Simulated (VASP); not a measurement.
# BaTiO3 (R3m) in VASP: further runs

BaTiO3 is run at these levels: LDA, PBEsol; tasks: single point.

Program: VASP 6.6.1. These are calculated values, not measurements. Logs are shortened: lines on timing, memory, paths and dates and some standing lists are left out, and cuts for length are marked.

## 1. The cell of the first run

Symmetry: R3m, No. 160, trigonal system. The conventional cell has a = 5.655 Å, b = 5.655 Å, c = 6.955 Å, α = 90.00°, β = 90.00°, γ = 120.00°. Within 3.7 Å of Ba (site symmetry 3m) lie 12 O at 2.79 to 2.89 Å and 8 Ti at 3.37 to 3.59 Å. Within 2.5 Å of Ti (site symmetry 3m) lie 6 O at 1.87 to 2.14 Å. O (site symmetry m) has 2 Ti at 1.87 to 2.14 Å within 2.5 Å.

## 2. Single point, LDA (12.84 Å³/atom)

The input, INCAR:

```
SYSTEM = BaTiO3
  ALGO = Normal
  EDIFF = 1E-7
  ENCUT = 520
  ISIF = 2
  ISMEAR = -1
  LASPH = .TRUE.
  LCHARG = .FALSE.
  LREAL = .FALSE.
  LWAVE = .FALSE.
  NBANDS = 28
  NELM = 60
  PREC = Accurate
  SIGMA = 0.05
```

The input, KPOINTS:

```
k-points
0
G
  7 7 7
  0 0 0
```

The input, POSCAR:

```
BaTiO3
1.0
    2.8273666084      1.6323808724      2.3183934932
   -2.8273666084      1.6323808724      2.3183934932
    0.0000000000     -3.2647617449      2.3183934932
Ba Ti O
1 1 3
Direct
    0.0000000000      0.0000000000      0.0000000000
    0.4845000000      0.4845000000      0.4845000000
    0.5086000000      0.0175000000      0.5086000000
    0.0175000000      0.5086000000      0.5086000000
    0.5086000000      0.5086000000      0.0175000000
```

Potentials or basis: VASP PAW LDA potentials, release 64 (Ba_sv, Ti_sv, O).

Launch:

```sh
$ cat potpaw_LDA.64/Ba_sv/POTCAR potpaw_LDA.64/Ti_sv/POTCAR potpaw_LDA.64/O/POTCAR > POTCAR
$ mpirun -np 1 vasp_std > vasp.out
```

OUTCAR:

```text
SYSTEM = BaTiO3
   EDIFF = 1E-7
   ENCUT = 520
   ISIF = 2
   ISMEAR = -1
   LASPH = .TRUE.
   LREAL = .FALSE.
   NELM = 60
   PREC = Accurate

 ion  position               nearest neighbor table
   1  0.000  0.000  0.000-   5 2.79   4 2.79   3 2.79   4 2.83   3 2.83   4 2.83   3 2.83   5 2.83
                             5 2.83   5 2.89   4 2.89   3 2.89   2 3.37   2 3.43   2 3.43   2 3.43
   2  0.484  0.484  0.484-   3 1.87   4 1.87   5 1.87   3 2.14   4 2.14   5 2.14   1 3.37   1 3.43
                             1 3.43   1 3.43   1 3.50   1 3.50   1 3.50   1 3.59
   3  0.509  0.017  0.509-   2 1.87   2 2.14   1 2.79   1 2.83   1 2.83   1 2.89
   4  0.017  0.509  0.509-   2 1.87   2 2.14   1 2.79   1 2.83   1 2.83   1 2.89
   5  0.509  0.509  0.017-   2 1.87   2 2.14   1 2.79   1 2.83   1 2.83   1 2.89

  LATTYP: Found a trigonal (rhomboedric) cell.
 ALAT       =     4.0042000000
 COS(alpha) =     0.0028448828

  Lattice vectors:

 A1 = (   2.8273666084,   1.6323808724,   2.3183934932)
 A2 = (  -2.8273666084,   1.6323808724,   2.3183934932)
 A3 = (   0.0000000000,  -3.2647617449,   2.3183934932)

Analysis of symmetry for initial positions (statically):
=====================================================================
 Subroutine PRICEL returns:
 Original cell was already a primitive cell.

 Routine SETGRP: Setting up the symmetry group for a
 trigonal (rhombohedral) supercell.

 Subroutine GETGRP returns: Found  6 space group operations
 (whereof  6 operations were pure point group operations)
 out of a pool of 12 trial point group operations.

The static configuration has the point symmetry C_3v.

Analysis of symmetry for dynamics (positions and initial velocities):
=====================================================================
 Subroutine PRICEL returns:
 Original cell was already a primitive cell.

 Routine SETGRP: Setting up the symmetry group for a
 trigonal (rhombohedral) supercell.

 Subroutine GETGRP returns: Found  6 space group operations
 (whereof  6 operations were pure point group operations)
 out of a pool of 12 trial point group operations.

The dynamic configuration has the point symmetry C_3v.

 Subroutine INISYM returns: Found  6 space group operations
 (whereof  6 operations are pure point group operations),
 and found     1 'primitive' translations

----------------------------------------------------------------------------------------

                                     Primitive cell

  volume of cell :      64.2010

  direct lattice vectors                    reciprocal lattice vectors
     2.827366608  1.632380872  2.318393493     0.176843002  0.102100355  0.143777721
    -2.827366608  1.632380872  2.318393493    -0.176843002  0.102100355  0.143777721
     0.000000000 -3.264761745  2.318393493     0.000000000 -0.204200710  0.143777721

  length of vectors
     4.004200000  4.004200000  4.004200000     0.249739791  0.249739791  0.249739791

  position of ions in fractional coordinates (direct lattice)
     0.000000000  0.000000000  0.000000000
     0.484500000  0.484500000  0.484500000
     0.508600000  0.017500000  0.508600000
     0.017500000  0.508600000  0.508600000
     0.508600000  0.508600000  0.017500000

  ion indices of the primitive-cell ions
   primitive index   ion index
                 1           1
                 2           2
                 3           3
                 4           4
                 5           5

----------------------------------------------------------------------------------------

 KPOINTS: k-points

Automatic generation of k-mesh.
 Grid dimensions read from file:
 generate k-points for:    7    7    7

 Generating k-lattice:

  Cartesian coordinates                     Fractional coordinates (reciprocal lattice)
     0.025263286  0.014585765  0.020539674     0.142857143  0.000000000  0.000000000
    -0.025263286  0.014585765  0.020539674     0.000000000  0.142857143  0.000000000
     0.000000000 -0.029171530  0.020539674     0.000000000  0.000000000  0.142857143

  Length of vectors
     0.035677113  0.035677113  0.035677113

  Shift w.r.t. Gamma in fractional coordinates (k-lattice)
     0.000000000  0.000000000  0.000000000

 Subroutine IBZKPT returns following result:
 ===========================================

 Found     44 irreducible k-points:

 Following reciprocal coordinates:
            Coordinates               Weight
  0.000000  0.000000  0.000000      1.000000
  0.142857  0.000000  0.000000      6.000000
  0.285714  0.000000  0.000000      6.000000
  0.428571  0.000000  0.000000      6.000000
  0.142857  0.142857  0.000000      6.000000
  0.285714  0.142857  0.000000     12.000000
[... 16 lines left out ...]
  0.285714  0.285714  0.142857      6.000000
  0.428571  0.285714  0.142857     12.000000
 [... further k-points ...]
   k-points           NKPTS =     44   k-points in BZ     NKDIM =     44   number of bands    NBANDS=     28
   number of dos      NEDOS =    301   number of ions     NIONS =      5
   total plane-waves  NPLWV =  27000
   dimension x,y,z NGX =    30 NGY =   30 NGZ =   30
   dimension x,y,z NGXF=    60 NGYF=   60 NGZF=   60
   ions per type =               1   1   3
   NGX,Y,Z   is equivalent  to a cutoff of  12.46, 12.46, 12.46 a.u.
   NGXF,Y,Z  is equivalent  to a cutoff of  24.91, 24.91, 24.91 a.u.
 SYSTEM =  BaTiO3
   PREC   = accura    normal or accurate (medium, high low for compatibility)
   ISTART =      0    job   : 0-new  1-cont  2-samecut
   ICHARG =      2    charge: 1-file 2-atom 10-const
   ISPIN  =      1    spin polarized calculation?
   LNONCOLLINEAR =      F non collinear calculations
   LSORBIT =      F    spin-orbit coupling
   LASPH  =      T    aspherical Exc in radial PAW
   ENCUT  =  520.0 eV  38.22 Ry    6.18 a.u.   7.45  7.45  7.45*2*pi/ulx,y,z
   NELM   =     60;   NELMIN=  2; NELMDL= -5     # of ELM steps
   EDIFF  = 0.1E-06   stopping-criterion for ELM
   LREAL  =      F    real-space projection
   EDIFFG = 0.1E-05   stopping-criterion for IOM
   NSW    =      0    number of steps for IOM
   IBRION =     -1    ionic relax: 0-MD 1-quasi-New 2-CG
   NFREE  =      0    steps in history (QN), initial steepest desc. (CG)
   ISIF   =      2    stress and relaxation
   ISYM   =      2    0-nonsym 1-usesym 2-fastsym
   POTIM  = 0.5000    time-step for ionic-motion
   TEBEG  =    0.0;   TEEND  =   0.0 temperature during run
   PSTRESS=    0.0 pullay stress
   NELECT =      40.0000    total number of electrons
   NUPDOWN=      -1.0000    fix difference up-down
   EMIN   =  10.00;   EMAX   =-10.00  energy-range for DOS
   EFERMI =   0.00;   METHOD = LEGACY
   ISMEAR =    -1;   SIGMA  =   0.05  broadening in eV -4-tet -1-fermi 0-gaus
   EFERMI_NEDOS =   21; number of points for ismear=-14 and -15
   IALGO  =     38    algorithm
   IMIX   =      4    mixing-type and parameters
     AMIX     =   0.40;   BMIX     =  1.00
     AMIX_MAG =   1.60;   BMIX_MAG =  1.00
  volume/ion in A,a.u.               =      12.84        86.65
  Fermi-wavevector in a.u.,A,eV,Ry     =   1.398237  2.642285 26.600301  1.955067
  Thomas-Fermi vector in A             =   2.521415
   LORBIT       =      0    0 simple, 1 ext, 2 COOP (PROOUT), +10 PAW based schemes
   GGA     = CA    functional components
   LHFCALC =     F    Hartree Fock is set to
   AEXX    =    0.0000 exact exchange contribution
   IVDW    =     0    specifies the selected vdW correction
   LEPSILON=     F    determine dielectric tensor
   LRPA    =     F    only Hartree local field effects (RPA)
 non-spin polarized calculation
  energy-cutoff  :      520.00
  volume of cell :       64.20
 maximum number of plane-waves:      1752
 NGX is ok and might be reduce to    30
   NGX = 15   NGY = 15   NGZ = 15

 number of electron      39.9999999 magnetization

 Free energy of the ion-electron system (eV)
  ---------------------------------------------------
  ext. energy  EPLUGINS =         0.00000000
  ---------------------------------------------------
  free energy    TOTEN  =       -44.13950782 eV

  energy without entropy =      -44.13950782  energy(sigma->0) =      -44.13950782

 E-fermi :   4.4775     XC(G=0): -11.7156

 val. band max:        3.3960425612   @ k =   0.4286   0.4286   0.4286
 cond. band min:       5.7503486386   @ k =   0.0000   0.0000   0.0000
 fundamental gap:      2.3543060774
 Fermi energy:         4.4775333757

 k-point     1 :       0.0000    0.0000    0.0000
  band No.  band energies     occupation
      1     -52.0931      2.00000
      2     -28.7540      2.00000
      3     -28.7540      2.00000
      4     -28.7459      2.00000
      5     -21.1930      2.00000
      6     -13.0576      2.00000
[... 20 lines left out ...]
     27       8.3641      0.00000
     28      10.6362      0.00000

 k-point     2 :       0.1429    0.0000    0.0000
  band No.  band energies     occupation
      1     -52.0929      2.00000
      2     -28.7628      2.00000
      3     -28.7536      2.00000
      4     -28.7471      2.00000
      5     -21.1704      2.00000
      6     -13.0740      2.00000
[... 20 lines left out ...]
     27       8.7672      0.00000
     28      11.1252      0.00000

 k-point     3 :       0.2857    0.0000    0.0000
  band No.  band energies     occupation
      1     -52.0925      2.00000
      2     -28.7855      2.00000
      3     -28.7527      2.00000
      4     -28.7468      2.00000
      5     -21.1190      2.00000
      6     -13.1756      2.00000
[... 20 lines left out ...]
     27       9.7852      0.00000
     28      11.7888      0.00000

 k-point     4 :       0.4286    0.0000    0.0000
  band No.  band energies     occupation
      1     -52.0921      2.00000
      2     -28.8039      2.00000
      3     -28.7519      2.00000
      4     -28.7461      2.00000
      5     -21.0768      2.00000
      6     -13.2930      2.00000
[... 20 lines left out ...]
     27      10.7856      0.00000
     28      11.6699      0.00000

 k-point     5 :       0.1429    0.1429    0.0000
  band No.  band energies     occupation
      1     -52.0927      2.00000
      2     -28.7637      2.00000
      3     -28.7604      2.00000
      4     -28.7489      2.00000
      5     -21.1496      2.00000
      6     -13.0636      2.00000
[... 20 lines left out ...]
     27       9.1592      0.00000
     28      11.3867      0.00000

 k-point     6 :       0.2857    0.1429    0.0000
  band No.  band energies     occupation
      1     -52.0922      2.00000
      2     -28.7848      2.00000
      3     -28.7607      2.00000
      4     -28.7485      2.00000
      5     -21.1016      2.00000
      6     -13.1113      2.00000
[... 463 lines left out ...]
      5     -21.0841      2.00000
      6     -13.0472      2.00000
[... 20 lines left out ...]
     27      10.3738      0.00000
     28      11.8043      0.00000

 k-point    22 :      -0.1429    0.1429    0.1429
  band No.  band energies     occupation
      1     -52.0925      2.00000
      2     -28.7642      2.00000
      3     -28.7632      2.00000
      4     -28.7549      2.00000
      5     -21.1294      2.00000
      6     -13.0389      2.00000
[... 20 lines left out ...]
     27       9.4442      0.00000
     28      11.3988      0.00000

 k-point    23 :       0.2857    0.2857    0.1429
  band No.  band energies     occupation
      1     -52.0916      2.00000
      2     -28.7848      2.00000
      3     -28.7807      2.00000
      4     -28.7581      2.00000
      5     -21.0466      2.00000
      6     -12.9213      2.00000
[... 20 lines left out ...]
     27      11.1675      0.00000
     28      11.7651      0.00000

 k-point    24 :       0.4286    0.2857    0.1429
  band No.  band energies     occupation
      1     -52.0912      2.00000
      2     -28.8011      2.00000
      3     -28.7814      2.00000
      4     -28.7574      2.00000
      5     -21.0149      2.00000
      6     -12.8783      2.00000
[... 20 lines left out ...]
     27      11.7774      0.00000
     28      11.9108      0.00000

 [... further k-points ...]
[... 5 lines left out ...]
  --------------------------------------------------------------------------------------
  -------------------------------------------------------------------------------------
  Total       -1.5270273     -1.5270273     -1.5883764     -0.0000000      0.0000000      0.0000000
  in kB      -38.1079304    -38.1079304    -39.6389370     -0.0000000      0.0000000      0.0000000
  external PRESSURE =     -38.6182659 kB  Pullay stress =       0.0000000 kB

 VOLUME and BASIS-vectors are now :
 -----------------------------------------------------------------------------
  energy-cutoff  :      520.00
  volume of cell :       64.20
      direct lattice vectors                 reciprocal lattice vectors
     2.827366608  1.632380872  2.318393493     0.176843002  0.102100355  0.143777721
    -2.827366608  1.632380872  2.318393493    -0.176843002  0.102100355  0.143777721
     0.000000000 -3.264761745  2.318393493     0.000000000 -0.204200710  0.143777721

 POSITION                                       TOTAL-FORCE (eV/Angst)
 -----------------------------------------------------------------------------------
      0.00000      0.00000      0.00000         0.000000      0.000000     -0.143031
      0.00000     -0.00000      3.36978         0.000000     -0.000000      0.102898
      1.38852     -0.80166      2.39884         0.038638     -0.022307      0.013378
     -1.38852     -0.80166      2.39884        -0.038638     -0.022307      0.013378
      0.00000      1.60332      2.39884         0.000000      0.044615      0.013378
 -----------------------------------------------------------------------------------
    total drift:                                0.000000     -0.000001      0.000578

  FREE ENERGIE OF THE ION-ELECTRON SYSTEM (eV)
  ---------------------------------------------------
  free  energy   TOTEN  =       -44.1395078157 eV

  energy  without entropy=      -44.1395078156  energy(sigma->0) =      -44.13950782
```

Run time: 78 s. Hardware: 1 thread of Intel Xeon 8259CL, shared host; peak memory 0.21 GiB.

What came out:

```yaml
Free_energy: -44.1395 eV
Pressure: -3.9 GPa
Largest_force: 0.143 eV/Å
Band_gap_on_the_k_mesh: 2.35 eV (least direct gap 2.69 eV)
```

Forces in eV/Å, atoms in the order of the input:
```
Ba   0.000  0.000 -0.143
Ti   0.000  0.000  0.103
O    0.039 -0.022  0.013
O   -0.039 -0.022  0.013
O    0.000  0.045  0.013
```

Caveat: the cell stands under tension; spin-orbit coupling is left out, which moves the levels of the heavy elements; an odd mesh through Γ misses points on the zone boundary, where band edges can lie.

[end of part 1 of 2]
